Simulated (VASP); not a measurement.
# BN (P6_3mc) in VASP: relaxation of cell and atoms with PBEsol

Aim: the relaxation of cell and atoms of BN with PBEsol.

Everything below comes from runs of VASP 6.6.1. Logs are shortened: lines on timing, memory, paths and dates and some standing lists are left out, and cuts for length are marked.

## 1. The cell of the first run

It takes space group P6_3mc (No. 186, hexagonal). The conventional cell has a = 2.541 Å, b = 2.541 Å, c = 4.203 Å, α = 90.00°, β = 90.00°, γ = 120.00°. B (site symmetry 3m) has 4 N at 1.56 to 1.57 Å within 2.1 Å. N (site symmetry 3m) has 4 B at 1.56 to 1.57 Å within 2.1 Å.

## 2. Relaxation of cell and atoms, PBEsol

Contents of INCAR:

```
ALGO = Normal
EDIFF = 1E-6
EDIFFG = -0.03
ENCUT = 600
GGA = PS
IBRION = 2
ISIF = 3
ISMEAR = -1
LASPH = True
LCHARG = False
LREAL = Auto
LWAVE = False
NELM = 80
NSW = 100
PREC = Accurate
SIGMA = 0.05
```

Contents of KPOINTS:

```
Automatic mesh
0
Gamma
  1 1 1
  0.5 0.5 0.5
```

Contents of POSCAR:

```
BN
1.0
    7.6229900000      0.0000000000      0.0000000000
    0.0000000000      8.8022710000      0.0000000000
    0.0000000000      0.0000000000      8.4065820000
B N
48 48
Direct
    0.0000000000      0.1666670000      0.0003840000
    0.0000000000      0.1666670000      0.5003840000
    0.3333330000      0.1666670000      0.0003840000
    0.3333330000      0.1666670000      0.5003840000
    0.1666670000      0.4166670000      0.0003840000
    0.1666670000      0.4166670000      0.5003840000
    0.0000000000      0.6666670000      0.0003840000
    0.0000000000      0.6666670000      0.5003840000
    0.6666670000      0.1666670000      0.0003840000
    0.6666670000      0.1666670000      0.5003840000
    0.5000000000      0.4166670000      0.0003840000
    0.5000000000      0.4166670000      0.5003840000
    0.3333330000      0.6666670000      0.0003840000
    0.3333330000      0.6666670000      0.5003840000
    0.1666670000      0.9166670000      0.0003840000
    0.1666670000      0.9166670000      0.5003840000
    0.8333330000      0.4166670000      0.0003840000
    0.8333330000      0.4166670000      0.5003840000
    0.6666670000      0.6666670000      0.0003840000
    0.6666670000      0.6666670000      0.5003840000
    0.5000000000      0.9166670000      0.0003840000
    0.5000000000      0.9166670000      0.5003840000
    0.8333330000      0.9166670000      0.0003840000
    0.8333330000      0.9166670000      0.5003840000
    0.1666670000      0.0833330000      0.2503840000
    0.1666670000      0.0833330000      0.7503840000
    0.0000000000      0.3333330000      0.2503840000
    0.0000000000      0.3333330000      0.7503840000
    0.5000000000      0.0833330000      0.2503840000
    0.5000000000      0.0833330000      0.7503840000
    0.3333330000      0.3333330000      0.2503840000
    0.3333330000      0.3333330000      0.7503840000
    0.1666670000      0.5833330000      0.2503840000
    0.1666670000      0.5833330000      0.7503840000
    0.0000000000      0.8333330000      0.2503840000
    0.0000000000      0.8333330000      0.7503840000
    0.8333330000      0.0833330000      0.2503840000
    0.8333330000      0.0833330000      0.7503840000
    0.6666670000      0.3333330000      0.2503840000
    0.6666670000      0.3333330000      0.7503840000
    0.5000000000      0.5833330000      0.2503840000
    0.5000000000      0.5833330000      0.7503840000
    0.3333330000      0.8333330000      0.2503840000
    0.3333330000      0.8333330000      0.7503840000
    0.8333330000      0.5833330000      0.2503840000
    0.8333330000      0.5833330000      0.7503840000
    0.6666670000      0.8333330000      0.2503840000
    0.6666670000      0.8333330000      0.7503840000
    0.0000000000      0.1666670000      0.1876160000
    0.0000000000      0.1666670000      0.6876160000
    0.3333330000      0.1666670000      0.1876160000
    0.3333330000      0.1666670000      0.6876160000
    0.1666670000      0.4166670000      0.1876160000
    0.1666670000      0.4166670000      0.6876160000
    0.0000000000      0.6666670000      0.1876160000
    0.0000000000      0.6666670000      0.6876160000
    0.6666670000      0.1666670000      0.1876160000
    0.6666670000      0.1666670000      0.6876160000
    0.5000000000      0.4166670000      0.1876160000
    0.5000000000      0.4166670000      0.6876160000
    0.3333330000      0.6666670000      0.1876160000
    0.3333330000      0.6666670000      0.6876160000
    0.1666670000      0.9166670000      0.1876160000
    0.1666670000      0.9166670000      0.6876160000
    0.8333330000      0.4166670000      0.1876160000
    0.8333330000      0.4166670000      0.6876160000
    0.6666670000      0.6666670000      0.1876160000
    0.6666670000      0.6666670000      0.6876160000
    0.5000000000      0.9166670000      0.1876160000
    0.5000000000      0.9166670000      0.6876160000
    0.8333330000      0.9166670000      0.1876160000
    0.8333330000      0.9166670000      0.6876160000
    0.1666670000      0.0833330000      0.4376160000
    0.1666670000      0.0833330000      0.9376160000
    0.0000000000      0.3333330000      0.4376160000
    0.0000000000      0.3333330000      0.9376160000
    0.5000000000      0.0833330000      0.4376160000
    0.5000000000      0.0833330000      0.9376160000
    0.3333330000      0.3333330000      0.4376160000
    0.3333330000      0.3333330000      0.9376160000
    0.1666670000      0.5833330000      0.4376160000
    0.1666670000      0.5833330000      0.9376160000
    0.0000000000      0.8333330000      0.4376160000
    0.0000000000      0.8333330000      0.9376160000
    0.8333330000      0.0833330000      0.4376160000
    0.8333330000      0.0833330000      0.9376160000
    0.6666670000      0.3333330000      0.4376160000
    0.6666670000      0.3333330000      0.9376160000
    0.5000000000      0.5833330000      0.4376160000
    0.5000000000      0.5833330000      0.9376160000
    0.3333330000      0.8333330000      0.4376160000
    0.3333330000      0.8333330000      0.9376160000
    0.8333330000      0.5833330000      0.4376160000
    0.8333330000      0.5833330000      0.9376160000
    0.6666670000      0.8333330000      0.4376160000
    0.6666670000      0.8333330000      0.9376160000
```

Potentials or basis: VASP PAW PBE potentials, release 64 (B, N).

The run is started by

```
> cat potpaw_PBE.64/B/POTCAR potpaw_PBE.64/N/POTCAR > POTCAR
> mpirun -np 1 vasp_std > vasp.out
```

OUTCAR:

```text
EDIFF = 1E-6
   EDIFFG = -0.03
   ENCUT = 600
   GGA = PS
   IBRION = 2
   ISIF = 3
   ISMEAR = -1
   LASPH = True
   LREAL = Auto
   NELM = 80
   NSW = 100
   PREC = Accurate

 ion  position               nearest neighbor table
   1  0.000  0.167  0.000-  76 1.56  74 1.56  86 1.56  49 1.57
   2  0.000  0.167  0.500-  75 1.56  73 1.56  85 1.56  50 1.57
   3  0.333  0.167  0.000-  80 1.56  74 1.56  78 1.56  51 1.57
   4  0.333  0.167  0.500-  79 1.56  73 1.56  77 1.56  52 1.57
   5  0.167  0.417  0.000-  82 1.56  80 1.56  76 1.56  53 1.57
   6  0.167  0.417  0.500-  81 1.56  79 1.56  75 1.56  54 1.57
[... 88 lines left out ...]
  95  0.667  0.833  0.438-  20 1.56  24 1.56  22 1.56  47 1.57
  96  0.667  0.833  0.938-  19 1.56  23 1.56  21 1.56  48 1.57

  LATTYP: Found a simple orthorhombic cell.
 ALAT       =     7.6229900000
 B/A-ratio  =     1.1027932609
 C/A-ratio  =     1.1547005834

  Lattice vectors:

 A1 = (  -7.6229900000,   0.0000000000,   0.0000000000)
 A2 = (   0.0000000000,   0.0000000000,   8.4065820000)
 A3 = (   0.0000000000,   8.8022710000,   0.0000000000)

Analysis of symmetry for initial positions (statically):
=====================================================================
 Subroutine PRICEL returns following result:

  LATTYP: Found a hexagonal cell.
 ALAT       =     2.5410017487
 C/A-ratio  =     1.6541865830

  Lattice vectors:

 A1 = (  -2.5410017487,   0.0000000000,   0.0000000000)
 A2 = (   1.2705008743,  -2.2005677500,   0.0000000000)
 A3 = (   0.0000000000,   0.0000000000,   4.2032910000)

  24 primitive cells build up your supercell.

 Routine SETGRP: Setting up the symmetry group for a
 simple orthorhombic supercell.

 Subroutine GETGRP returns: Found  4 space group operations
 (whereof  2 operations were pure point group operations)
 out of a pool of  8 trial point group operations.

The static configuration has the point symmetry C_1h.
 The point group associated with its full space group is C_2v.

Analysis of symmetry for dynamics (positions and initial velocities):
=====================================================================
 Subroutine PRICEL returns following result:

  LATTYP: Found a hexagonal cell.
 ALAT       =     2.5410017487
 C/A-ratio  =     1.6541865830

[... 98 lines left out ...]
   EDIFFG = -.3E-01   stopping-criterion for IOM
   NSW    =    100    number of steps for IOM
   IBRION =      2    ionic relax: 0-MD 1-quasi-New 2-CG
   NFREE  =      1    steps in history (QN), initial steepest desc. (CG)
   ISIF   =      3    stress and relaxation
   ISYM   =      2    0-nonsym 1-usesym 2-fastsym
   POTIM  = 0.5000    time-step for ionic-motion
   TEBEG  =    0.0;   TEEND  =   0.0 temperature during run
   PSTRESS=    0.0 pullay stress
   NELECT =     384.0000    total number of electrons
   NUPDOWN=      -1.0000    fix difference up-down
   EMIN   =  10.00;   EMAX   =-10.00  energy-range for DOS
   EFERMI =   0.00;   METHOD = LEGACY
   ISMEAR =    -1;   SIGMA  =   0.05  broadening in eV -4-tet -1-fermi 0-gaus
   EFERMI_NEDOS =   21; number of points for ismear=-14 and -15
   IALGO  =     38    algorithm
   IMIX   =      4    mixing-type and parameters
     AMIX     =   0.40;   BMIX     =  1.00
     AMIX_MAG =   1.60;   BMIX_MAG =  1.00
  volume/ion in A,a.u.               =       5.88        39.65
  Fermi-wavevector in a.u.,A,eV,Ry     =   1.440142  2.721474 28.218615  2.074010
  Thomas-Fermi vector in A             =   2.558919
   LORBIT       =      0    0 simple, 1 ext, 2 COOP (PROOUT), +10 PAW based schemes
   GGA     = PS    functional components
   LHFCALC =     F    Hartree Fock is set to
   AEXX    =    0.0000 exact exchange contribution
   IVDW    =     0    specifies the selected vdW correction
   LEPSILON=     F    determine dielectric tensor
   LRPA    =     F    only Hartree local field effects (RPA)
 conjugate gradient relaxation of ions
 non-spin polarized calculation
  energy-cutoff  :      600.00
  volume of cell :      564.08
 maximum number of plane-waves:     18808
 NGX is ok and might be reduce to    60
   NGX = 31   NGY = 35   NGZ = 33

--------------------------------------- Ionic step        1  -------------------------------------------

 number of electron     383.9999982 magnetization

 Free energy of the ion-electron system (eV)
  ---------------------------------------------------
  ext. energy  EPLUGINS =         0.00000000
  ---------------------------------------------------
  free energy    TOTEN  =      -882.50849643 eV

  energy without entropy =     -882.50849643  energy(sigma->0) =     -882.50849643

------------------------ aborting loop because EDIFF is reached ----------------------------------------

  FORCE on cell =-STRESS in cart. coord.  units (eV):
  Direction    XX          YY          ZZ          XY          YZ          ZX
  --------------------------------------------------------------------------------------
  -------------------------------------------------------------------------------------
  Total      -16.2933613      9.0944582      2.4829067      0.0000000      0.0000000      0.0000000
  in kB      -46.2787619     25.8313960      7.0523108      0.0000000      0.0000000      0.0000000
  external PRESSURE =      -4.4650184 kB  Pullay stress =       0.0000000 kB
[... 507 lines left out ...]
--------------------------------------- Ionic step        5  -------------------------------------------

 number of electron     383.9999958 magnetization

 Free energy of the ion-electron system (eV)
  ---------------------------------------------------
  ext. energy  EPLUGINS =         0.00000000
  ---------------------------------------------------
  free energy    TOTEN  =      -882.59308674 eV

  energy without entropy =     -882.59308674  energy(sigma->0) =     -882.59308674

 E-fermi :   7.6058     XC(G=0): -13.0465

 val. band max:        6.2630084443   @ k =   0.5000   0.5000   0.5000
 cond. band min:      14.6353554688   @ k =   0.5000   0.5000   0.5000
 fundamental gap:      8.3723470245
 Fermi energy:         7.6057892974

 k-point     1 :       0.5000    0.5000    0.5000
  band No.  band energies     occupation
      1     -11.7563      2.00000
      2     -11.7563      2.00000
      3     -11.7563      2.00000
      4     -11.7563      2.00000
      5     -11.7563      2.00000
      6     -11.7563      2.00000
[... 196 lines left out ...]
    203      15.1176      0.00000
    204      15.1176      0.00000
 [bands above 204 left out]

------------------------ aborting loop because EDIFF is reached ----------------------------------------

  FORCE on cell =-STRESS in cart. coord.  units (eV):
  Direction    XX          YY          ZZ          XY          YZ          ZX
  --------------------------------------------------------------------------------------
  -------------------------------------------------------------------------------------
  Total        0.3138780      0.3019029     -0.1753832      0.0000000      0.0000000      0.0000000
  in kB        0.8929128      0.8588464     -0.4989261      0.0000000      0.0000000      0.0000000
  external PRESSURE =       0.4176110 kB  Pullay stress =       0.0000000 kB
[... 111 lines left out ...]
  FREE ENERGIE OF THE ION-ELECTRON SYSTEM (eV)
  ---------------------------------------------------
  free  energy   TOTEN  =      -882.5930867417 eV

  energy  without entropy=     -882.5930867416  energy(sigma->0) =     -882.59308674

 reached required accuracy - stopping structural energy minimisation
```

Run time: 11 min. Hardware: 1 thread of Intel Xeon 6975P-C (Granite Rapids), shared host; peak memory 0.78 GiB.

Results:

```
Free energy                           : -882.5931 eV
Relaxed volume                        : 5.87 Å³/atom
Relaxed cell                          : a = 7.578 Å, b = 8.833 Å, c = 8.414 Å, α = 90.00°, β = 90.00°, γ = 90.00°
Space group after relaxing (to 0.1 Å) : P6_3mc (No. 186)
Energy gained by relaxing             : 0.9 meV/atom
Ionic steps                           : 5
Pressure after relaxing               : 0.0 GPa
Largest force after relaxing          : 0.010 eV/Å
Band gap on the k mesh                : 8.37 eV
```

Forces in eV/Å, atoms in the order of the input:
```
B    0.000 -0.008  0.002
B    0.000 -0.008  0.002
B    0.000 -0.008  0.002
B    0.000 -0.008  0.002
B    0.000 -0.008  0.002
B    0.000 -0.008  0.002
B    0.000 -0.008  0.002
B    0.000 -0.008  0.002
B    0.000 -0.008  0.002
B    0.000 -0.008  0.002
B    0.000 -0.008  0.002
B    0.000 -0.008  0.002
B    0.000 -0.008  0.002
B    0.000 -0.008  0.002
B    0.000 -0.008  0.002
B    0.000 -0.008  0.002
B    0.000 -0.008  0.002
B    0.000 -0.008  0.002
B    0.000 -0.008  0.002
B    0.000 -0.008  0.002
B    0.000 -0.008  0.002
B    0.000 -0.008  0.002
B    0.000 -0.008  0.002
B    0.000 -0.008  0.002
B    0.000  0.008  0.002
B    0.000  0.008  0.002
B    0.000  0.008  0.002
B    0.000  0.008  0.002
B    0.000  0.008  0.002
B    0.000  0.008  0.002
B    0.000  0.008  0.002
B    0.000  0.008  0.002
B    0.000  0.008  0.002
B    0.000  0.008  0.002
B    0.000  0.008  0.002
B    0.000  0.008  0.002
B    0.000  0.008  0.002
B    0.000  0.008  0.002
B    0.000  0.008  0.002
B    0.000  0.008  0.002
B    0.000  0.008  0.002
B    0.000  0.008  0.002
B    0.000  0.008  0.002
B    0.000  0.008  0.002
B    0.000  0.008  0.002
B    0.000  0.008  0.002
B    0.000  0.008  0.002
B    0.000  0.008  0.002
N    0.000  0.010 -0.002
N    0.000  0.010 -0.002
N    0.000  0.010 -0.002
N    0.000  0.010 -0.002
N    0.000  0.010 -0.002
N    0.000  0.010 -0.002
N    0.000  0.010 -0.002
N    0.000  0.010 -0.002
N    0.000  0.010 -0.002
N    0.000  0.010 -0.002
N    0.000  0.010 -0.002
N    0.000  0.010 -0.002
N    0.000  0.010 -0.002
N    0.000  0.010 -0.002
N    0.000  0.010 -0.002
N    0.000  0.010 -0.002
N    0.000  0.010 -0.002
N    0.000  0.010 -0.002
N    0.000  0.010 -0.002
N    0.000  0.010 -0.002
N    0.000  0.010 -0.002
N    0.000  0.010 -0.002
N    0.000  0.010 -0.002
N    0.000  0.010 -0.002
N    0.000 -0.010 -0.002
N    0.000 -0.010 -0.002
N    0.000 -0.010 -0.002
N    0.000 -0.010 -0.002
N    0.000 -0.010 -0.002
N    0.000 -0.010 -0.002
N    0.000 -0.010 -0.002
N    0.000 -0.010 -0.002
N    0.000 -0.010 -0.002
N    0.000 -0.010 -0.002
N    0.000 -0.010 -0.002
N    0.000 -0.010 -0.002
N    0.000 -0.010 -0.002
N    0.000 -0.010 -0.002
N    0.000 -0.010 -0.002
N    0.000 -0.010 -0.002
N    0.000 -0.010 -0.002
N    0.000 -0.010 -0.002
N    0.000 -0.010 -0.002
N    0.000 -0.010 -0.002
N    0.000 -0.010 -0.002
N    0.000 -0.010 -0.002
N    0.000 -0.010 -0.002
N    0.000 -0.010 -0.002
```

Stress tensor (GPa, compression positive):
```
 0.09  0.00  0.00
 0.00  0.09  0.00
 0.00  0.00 -0.05
```

Step by step:
| step | energy change (eV) | largest force (eV/Å) | pressure (GPa) | volume (Å³) |
| --- | --- | --- | --- | --- |
| 1 | 0.0000 | 0.1248 | -0.45 | 564.08 |
| 2 | -0.0577 | 0.1328 | 0.30 | 562.72 |
| 3 | -0.0811 | 0.0524 | 0.03 | 563.20 |
| 4 | -0.0822 | 0.0456 | 0.06 | 563.20 |
| 5 | -0.0846 | 0.0103 | 0.04 | 563.20 |

Caveat: the k points lie up to 0.83 Å⁻¹ apart in the final cell, too coarse for converged energies, forces and pressures; the PAW data sets were made with another functional, which shifts forces and pressure a little; a shifted mesh leaves out Γ, where band edges can lie. A k mesh can miss the band edges.
